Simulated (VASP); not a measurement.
# HfOs3 (Pm-3m) in VASP: a series of runs

Aim: see how the results for HfOs3 move with the level of theory and the settings. Levels: revPBE, PBE, BLYP. Tasks: single point.

Everything below comes from runs of VASP 6.6.1. Logs are shortened: lines on timing, memory, paths and dates and some standing lists are left out, and cuts for length are marked.

### 1 The cell of the first run

It takes space group Pm-3m (No. 221, cubic). Conventional cell: a = 3.974 Å, b = 3.974 Å, c = 3.974 Å, α = 90.00°, β = 90.00°, γ = 90.00°. Within 3.7 Å of Hf (site symmetry m-3m) lie 12 Os at 2.81 Å. Os (site symmetry 4/mmm) has 4 Hf at 2.81 Å and 8 Os at 2.81 Å within 3.7 Å.

### 2 Single point, revPBE

The input, INCAR:

```
ALGO     = Normal         # electronic algorithm
EDIFF    = 1E-6           # SCF threshold, eV
ENCUT    = 520            # plane-wave cutoff, eV
GGA      = RE             # functional
ISIF     = 2              # what is computed and relaxed
ISMEAR   = -1             # smearing method
LASPH    = True           # aspherical terms in the spheres
LCHARG   = True           # write CHGCAR
LELF     = True           # ELF
LREAL    = False          # projectors in reciprocal space
LVHAR    = True         
LWAVE    = False          # write WAVECAR
NBANDS   = 25             # bands
NELM     = 80             # most SCF steps
PREC     = Accurate       # precision mode
SIGMA    = 0.1            # smearing width, eV
```

The input, KPOINTS:

```
k-points
0
Gamma
  5 5 5
```

The input, POSCAR:

```
HfOs3
1.0
    3.9735610000      0.0000000000      0.0000000000
    0.0000000000      3.9735610000      0.0000000000
    0.0000000000      0.0000000000      3.9735610000
Hf Os
1 3
Direct
    0.0000000000      0.0000000000      0.0000000000
    0.5000000000      0.5000000000      0.0000000000
    0.5000000000      0.0000000000      0.5000000000
    0.0000000000      0.5000000000      0.5000000000
```

Potentials or basis: VASP PAW PBE potentials, release 64 (Hf_pv, Os).

The run is started by

```bash
$ cat potpaw_PBE.64/Hf_pv/POTCAR potpaw_PBE.64/Os/POTCAR > POTCAR
$ mpirun -np 1 vasp_std > vasp.out
```

OUTCAR:

```text
EDIFF = 1E-6
   ENCUT = 520
   GGA = RE
   ISIF = 2
   ISMEAR = -1
   LASPH = True
   LREAL = False
   NELM = 80
   PREC = Accurate

 ion  position               nearest neighbor table
   1  0.000  0.000  0.000-   2 2.81   3 2.81   4 2.81   3 2.81   4 2.81   2 2.81   4 2.81   4 2.81
                             2 2.81   3 2.81   3 2.81   2 2.81
   2  0.500  0.500  0.000-   1 2.81   3 2.81   4 2.81   3 2.81   4 2.81   1 2.81   3 2.81   3 2.81
                             1 2.81   4 2.81   4 2.81   1 2.81
   3  0.500  0.000  0.500-   1 2.81   2 2.81   4 2.81   1 2.81   2 2.81   2 2.81   4 2.81   2 2.81
                             1 2.81   4 2.81   1 2.81   4 2.81
   4  0.000  0.500  0.500-   1 2.81   2 2.81   3 2.81   1 2.81   2 2.81   1 2.81   3 2.81   1 2.81
                             2 2.81   3 2.81   2 2.81   3 2.81

  LATTYP: Found a simple cubic cell.
 ALAT       =     3.9735610000

  Lattice vectors:

 A1 = (   3.9735610000,   0.0000000000,   0.0000000000)
 A2 = (   0.0000000000,   3.9735610000,   0.0000000000)
 A3 = (   0.0000000000,   0.0000000000,   3.9735610000)

Analysis of symmetry for initial positions (statically):
=====================================================================
 Subroutine PRICEL returns:
 Original cell was already a primitive cell.

 Routine SETGRP: Setting up the symmetry group for a
 simple cubic supercell.

 Subroutine GETGRP returns: Found 48 space group operations
 (whereof 48 operations were pure point group operations)
 out of a pool of 48 trial point group operations.

The static configuration has the point symmetry O_h .

Analysis of symmetry for dynamics (positions and initial velocities):
=====================================================================
 Subroutine PRICEL returns:
 Original cell was already a primitive cell.

 Routine SETGRP: Setting up the symmetry group for a
 simple cubic supercell.

 Subroutine GETGRP returns: Found 48 space group operations
 (whereof 48 operations were pure point group operations)
 out of a pool of 48 trial point group operations.

The dynamic configuration has the point symmetry O_h .

 Subroutine INISYM returns: Found 48 space group operations
 (whereof 48 operations are pure point group operations),
 and found     1 'primitive' translations

----------------------------------------------------------------------------------------

                                     Primitive cell

  volume of cell :      62.7393

[... 76 lines left out ...]
   NELM   =     80;   NELMIN=  2; NELMDL= -5     # of ELM steps
   EDIFF  = 0.1E-05   stopping-criterion for ELM
   LREAL  =      F    real-space projection
   EDIFFG = 0.1E-04   stopping-criterion for IOM
   NSW    =      0    number of steps for IOM
   IBRION =     -1    ionic relax: 0-MD 1-quasi-New 2-CG
   NFREE  =      0    steps in history (QN), initial steepest desc. (CG)
   ISIF   =      2    stress and relaxation
   ISYM   =      2    0-nonsym 1-usesym 2-fastsym
   POTIM  = 0.5000    time-step for ionic-motion
   TEBEG  =    0.0;   TEEND  =   0.0 temperature during run
   PSTRESS=    0.0 pullay stress
   NELECT =      34.0000    total number of electrons
   NUPDOWN=      -1.0000    fix difference up-down
   EMIN   =  10.00;   EMAX   =-10.00  energy-range for DOS
   EFERMI =   0.00;   METHOD = LEGACY
   ISMEAR =    -1;   SIGMA  =   0.10  broadening in eV -4-tet -1-fermi 0-gaus
   EFERMI_NEDOS =   21; number of points for ismear=-14 and -15
   IALGO  =     38    algorithm
   IMIX   =      4    mixing-type and parameters
     AMIX     =   0.40;   BMIX     =  1.00
     AMIX_MAG =   1.60;   BMIX_MAG =  1.00
  volume/ion in A,a.u.               =      15.68       105.85
  Fermi-wavevector in a.u.,A,eV,Ry     =   1.334713  2.522242 24.238222  1.781459
  Thomas-Fermi vector in A             =   2.463473
   LORBIT       =      0    0 simple, 1 ext, 2 COOP (PROOUT), +10 PAW based schemes
   GGA     = RE    functional components
   LHFCALC =     F    Hartree Fock is set to
   AEXX    =    0.0000 exact exchange contribution
   IVDW    =     0    specifies the selected vdW correction
   LEPSILON=     F    determine dielectric tensor
   LRPA    =     F    only Hartree local field effects (RPA)
 non-spin polarized calculation
  energy-cutoff  :      520.00
  volume of cell :       62.74
 maximum number of plane-waves:      1743
 NGX is ok and might be reduce to    30
   NGX = 15   NGY = 15   NGZ = 15

 number of electron      34.0000000 magnetization

 Free energy of the ion-electron system (eV)
  ---------------------------------------------------
  ext. energy  EPLUGINS =         0.00000000
  ---------------------------------------------------
  free energy    TOTEN  =       -42.16946410 eV

  energy without entropy =      -41.99578036  energy(sigma->0) =      -42.08262223

 E-fermi :   7.4242     XC(G=0): -13.2533

 val. band max:        7.3950595131   @ k =   0.4000   0.4000   0.0000
 cond. band min:       7.4384192603   @ k =   0.4000   0.0000   0.0000
 fundamental gap:      0.0433597472
 Fermi energy:         7.4241903406

 k-point     1 :       0.0000    0.0000    0.0000
  band No.  band energies     occupation
      1     -22.2537      2.00000
      2     -22.2537      2.00000
      3     -22.2537      2.00000
      4      -1.7765      2.00000
      5       1.4289      2.00000
      6       1.5833      2.00000
[... 269 lines left out ...]
     24      12.0059      0.00000
     25      12.9496      0.00000

------------------------ aborting loop because EDIFF is reached ----------------------------------------

  FORCE on cell =-STRESS in cart. coord.  units (eV):
  Direction    XX          YY          ZZ          XY          YZ          ZX
  --------------------------------------------------------------------------------------
  -------------------------------------------------------------------------------------
  Total        1.0971132      1.0971132      1.0971132     -0.0000000      0.0000000     -0.0000000
  in kB       28.0170474     28.0170474     28.0170474     -0.0000000      0.0000000     -0.0000000
  external PRESSURE =      28.0170474 kB  Pullay stress =       0.0000000 kB

 VOLUME and BASIS-vectors are now :
 -----------------------------------------------------------------------------
  energy-cutoff  :      520.00
  volume of cell :       62.74
      direct lattice vectors                 reciprocal lattice vectors
     3.973561000  0.000000000  0.000000000     0.251663432  0.000000000  0.000000000
     0.000000000  3.973561000  0.000000000     0.000000000  0.251663432  0.000000000
     0.000000000  0.000000000  3.973561000     0.000000000  0.000000000  0.251663432

 POSITION                                       TOTAL-FORCE (eV/Angst)
 -----------------------------------------------------------------------------------
      0.00000      0.00000      0.00000         0.000000      0.000000      0.000000
      1.98678      1.98678      0.00000         0.000000      0.000000      0.000000
      1.98678      0.00000      1.98678         0.000000      0.000000      0.000000
      0.00000      1.98678      1.98678         0.000000      0.000000      0.000000
 -----------------------------------------------------------------------------------
    total drift:                                0.000000      0.000000     -0.000000

  FREE ENERGIE OF THE ION-ELECTRON SYSTEM (eV)
  ---------------------------------------------------
  free  energy   TOTEN  =       -42.1694640969 eV

  energy  without entropy=      -41.9957803553  energy(sigma->0) =      -42.08262223
```

stdout:

```text
POSCAR found type information on POSCAR HfOs
 POSCAR found :  2 types and       4 ions
 scaLAPACK will be used
 -----------------------------------------------------------------------------
|                                                                             |
|                                                                             |
|     You enforced a specific xc type in the INCAR file but a different       |
|     I HOPE YOU KNOW WHAT YOU ARE DOING!                                     |
|                                                                             |
 -----------------------------------------------------------------------------

 LDA part: xc-table for (Slater+PW92), standard interpolation
 POSCAR, INCAR and KPOINTS ok, starting setup
 FFT: planning ... GRIDC
 FFT: planning ... GRID_SOFT
 FFT: planning ... GRID
 WAVECAR not read
 entering main loop
```

Run time: 34 s. Hardware: 1 thread of Intel Xeon 8259CL, shared host; peak memory 0.17 GiB.

Results:

```
Free energy            : -42.1695 eV
Pressure               : 2.8 GPa
Band gap on the k mesh : zero (bands 17 and 18 overlap by 3.24 eV)
```

Caveat: the PAW data sets were made with another functional, which shifts forces and pressure a little; spin-orbit coupling is left out, which moves the levels of the heavy elements.

### 3 Single point, PBE

The input, INCAR:

```
SYSTEM = HfOs3
PREC = Accurate ; ENCUT = 520
EDIFF = 1E-6 ; ISMEAR = -1
SIGMA = 0.1 ; LREAL = .FALSE.
LASPH = .TRUE. ; NELM = 60
ALGO = Normal ; ISIF = 2
LWAVE = .FALSE. ; LCHARG = .TRUE.
GGA = PE ; LELF = .TRUE.
LVHAR = .TRUE. ; NBANDS = 25
```

The input, KPOINTS:

```
Automatic mesh
0
G
  5 5 5
  0 0 0
```

POSCAR is that of step 2.

Potentials or basis: VASP PAW PBE potentials, release 64 (Hf_pv, Os).

The run is started by

```bash
$ cat potpaw_PBE.64/Hf_pv/POTCAR potpaw_PBE.64/Os/POTCAR > POTCAR
$ mpirun -np 1 vasp_std > vasp.out
```

Wall time 40 s (1 thread of Intel Xeon 8259CL, shared host); peak memory 0.17 GiB.

It converged, with:

```yaml
Free_energy: -44.0819 eV
Pressure: 0.1 GPa
Band_gap_on_the_k_mesh: zero (bands 17 and 18 overlap by 3.24 eV)
```

Levels at points of the mesh, in eV from the Fermi level:
```csv
k point,band 13,band 14,band 15,band 16,band 17,band 18,band 19,band 20,band 21,band 22
"(0.00, 0.00, 0.00)",-1.49,0.92,0.92,2.47,3.06,3.06,3.06,3.08,3.08,3.08
```

Caveat: spin-orbit coupling is left out, which moves the levels of the heavy elements.

### 4 Single point, BLYP

The input, INCAR:

```
AGGAC = 1.0
AGGAX = 1.0
ALDAC = 0.0
ALDAX = 1.0
ALGO = Normal
EDIFF = 1E-6
ENCUT = 520
GGA = B5
ISIF = 2
ISMEAR = -1
LASPH = T
LCHARG = T
LELF = T
LREAL = F
LVHAR = T
LWAVE = F
NBANDS = 25
NELM = 60
PREC = Accurate
SIGMA = 0.1
```

The input, KPOINTS:

```
k-points
0
Gamma
  5 5 5
```

POSCAR is that of step 3.

Potentials or basis: VASP PAW PBE potentials, release 64 (Hf_pv, Os).

The run is started by

```bash
$ cat potpaw_PBE.64/Hf_pv/POTCAR potpaw_PBE.64/Os/POTCAR > POTCAR
$ mpirun -np 1 vasp_std > vasp.out
```

OUTCAR:

```text
EDIFF = 1E-6
   ENCUT = 520
   GGA = B5
   ISIF = 2
   ISMEAR = -1
   LASPH = T
   LREAL = F
   NELM = 60
   PREC = Accurate

 ion  position               nearest neighbor table
   1  0.000  0.000  0.000-   2 2.81   3 2.81   4 2.81   3 2.81   4 2.81   2 2.81   4 2.81   4 2.81
                             2 2.81   3 2.81   3 2.81   2 2.81
   2  0.500  0.500  0.000-   1 2.81   3 2.81   4 2.81   3 2.81   4 2.81   1 2.81   3 2.81   3 2.81
                             1 2.81   4 2.81   4 2.81   1 2.81
   3  0.500  0.000  0.500-   1 2.81   2 2.81   4 2.81   1 2.81   2 2.81   2 2.81   4 2.81   2 2.81
                             1 2.81   4 2.81   1 2.81   4 2.81
   4  0.000  0.500  0.500-   1 2.81   2 2.81   3 2.81   1 2.81   2 2.81   1 2.81   3 2.81   1 2.81
                             2 2.81   3 2.81   2 2.81   3 2.81

  LATTYP: Found a simple cubic cell.
 ALAT       =     3.9735610000

  Lattice vectors:

 A1 = (   3.9735610000,   0.0000000000,   0.0000000000)
 A2 = (   0.0000000000,   3.9735610000,   0.0000000000)
 A3 = (   0.0000000000,   0.0000000000,   3.9735610000)

Analysis of symmetry for initial positions (statically):
[... 163 lines left out ...]

 val. band max:        7.9821643694   @ k =   0.4000   0.0000   0.0000
 cond. band min:       8.0727544176   @ k =   0.4000   0.4000   0.0000
 fundamental gap:      0.0905900482
 Fermi energy:         7.9879703107

 k-point     1 :       0.0000    0.0000    0.0000
  band No.  band energies     occupation
      1     -21.7544      2.00000
      2     -21.7544      2.00000
      3     -21.7544      2.00000
      4      -1.0729      2.00000
      5       2.0473      2.00000
      6       2.1761      2.00000
[... 269 lines left out ...]
     24      12.4948      0.00000
     25      13.5013      0.00000

------------------------ aborting loop because EDIFF is reached ----------------------------------------

  FORCE on cell =-STRESS in cart. coord.  units (eV):
  Direction    XX          YY          ZZ          XY          YZ          ZX
  --------------------------------------------------------------------------------------
  -------------------------------------------------------------------------------------
  Total        5.4877465      5.4877465      5.4877465      0.0000000      0.0000000     -0.0000000
  in kB      140.1409208    140.1409208    140.1409208      0.0000000      0.0000000     -0.0000000
  external PRESSURE =     140.1409208 kB  Pullay stress =       0.0000000 kB

 VOLUME and BASIS-vectors are now :
 -----------------------------------------------------------------------------
  energy-cutoff  :      520.00
  volume of cell :       62.74
      direct lattice vectors                 reciprocal lattice vectors
     3.973561000  0.000000000  0.000000000     0.251663432  0.000000000  0.000000000
     0.000000000  3.973561000  0.000000000     0.000000000  0.251663432  0.000000000
     0.000000000  0.000000000  3.973561000     0.000000000  0.000000000  0.251663432

 POSITION                                       TOTAL-FORCE (eV/Angst)
 -----------------------------------------------------------------------------------
      0.00000      0.00000      0.00000         0.000000      0.000000      0.000000
      1.98678      1.98678      0.00000         0.000000      0.000000      0.000000
      1.98678      0.00000      1.98678         0.000000      0.000000      0.000000
      0.00000      1.98678      1.98678         0.000000      0.000000      0.000000
 -----------------------------------------------------------------------------------
    total drift:                                0.000000      0.000000     -0.000000

  FREE ENERGIE OF THE ION-ELECTRON SYSTEM (eV)
  ---------------------------------------------------
  free  energy   TOTEN  =       -38.1916766938 eV

  energy  without entropy=      -38.0195234826  energy(sigma->0) =      -38.10560009
```

OSZICAR:

```text
N       E                     dE             d eps       ncg     rms          rms(c)
DAV:   1     0.221964085053E+03    0.22196E+03   -0.16269E+04   500   0.130E+03
DAV:   2    -0.221992690314E+02   -0.24416E+03   -0.22873E+03   518   0.429E+02
DAV:   3    -0.397567645889E+02   -0.17557E+02   -0.15982E+02   655   0.801E+01
DAV:   4    -0.403206441107E+02   -0.56388E+00   -0.55753E+00   576   0.174E+01
DAV:   5    -0.403356545553E+02   -0.15010E-01   -0.14997E-01   620   0.236E+00    0.742E+01
DAV:   6    -0.386493744308E+02    0.16863E+01   -0.38509E+00   696   0.122E+01    0.329E+01
DAV:   7    -0.382730312524E+02    0.37634E+00   -0.15204E+00   617   0.661E+00    0.150E+01
DAV:   8    -0.381962684114E+02    0.76763E-01   -0.32734E-01   651   0.421E+00    0.294E+00
DAV:   9    -0.381936264442E+02    0.26420E-02   -0.38099E-02   575   0.134E+00    0.408E+00
DAV:  10    -0.381916973734E+02    0.19291E-02   -0.25990E-03   578   0.344E-01    0.321E-01
DAV:  11    -0.381916825481E+02    0.14825E-04   -0.13265E-04   637   0.748E-02    0.189E-01
DAV:  12    -0.381916759442E+02    0.66038E-05   -0.25717E-05   599   0.295E-02    0.158E-02
DAV:  13    -0.381916771210E+02   -0.11767E-05   -0.16645E-06   376   0.966E-03    0.921E-03
DAV:  14    -0.381916766938E+02    0.42717E-06   -0.22003E-07   262   0.411E-03
   1 F= -.38191677E+02 E0= -.38105600E+02  d E =-.172153E+00
```

stdout:

```text
POSCAR found type information on POSCAR HfOs
 POSCAR found :  2 types and       4 ions
 scaLAPACK will be used
 -----------------------------------------------------------------------------
|                                                                             |
|                                                                             |
|     You enforced a specific xc type in the INCAR file but a different       |
|     I HOPE YOU KNOW WHAT YOU ARE DOING!                                     |
|                                                                             |
 -----------------------------------------------------------------------------

 LDA part: xc-table for (Slater(with rela. corr.)+VWN5), standard interpolation
 POSCAR, INCAR and KPOINTS ok, starting setup
 FFT: planning ... GRIDC
 FFT: planning ... GRID_SOFT
 FFT: planning ... GRID
 WAVECAR not read
 entering main loop
```

It took 78 s on 1 thread of Intel Xeon 8259CL, shared host; peak memory 0.17 GiB.

What came out:

* Free energy: -38.1917 eV
* Pressure: 14.0 GPa
* Band gap on the k mesh: zero (bands 17 and 18 overlap by 3.26 eV)

Levels at points of the mesh, in eV from the Fermi level:
```
           k point  band 14  band 15  band 16  band 17  band 18  band 19  band 20  band 21
(0.00, 0.00, 0.00)     0.87     0.87     2.45     3.03     3.03     3.03     3.29     3.29
```

Caveat: the cell stands under pressure; the PAW data sets were made with another functional, which shifts forces and pressure a little; spin-orbit coupling is left out, which moves the levels of the heavy elements.

### 5 Overview

```csv
level,gap on the mesh (eV),pressure (GPa)
revPBE,none,2.8
PBE,none,0.1
BLYP,none,14.0
```

Alike in all rows: task single point; potentials or basis VASP PAW PBE potentials, release 64 (Hf_pv, Os); no spin polarisation; cell as given; k mesh 5 × 5 × 5; cutoff (eV) 520; smearing fermi-dirac 0.1 eV.

The pressure there spans 0.1 GPa (PBE) to 14.0 GPa (BLYP); a positive pressure means that this level wants a larger cell, a negative one a smaller.

Caveats: spin-orbit coupling is left out, which moves the levels of the heavy elements; the PAW data sets were made with another functional, which shifts forces and pressure a little (at least some runs); the cell stands under pressure (at least some runs).

Total energies depend on the potentials used, so only differences within one code and one set of settings carry meaning.
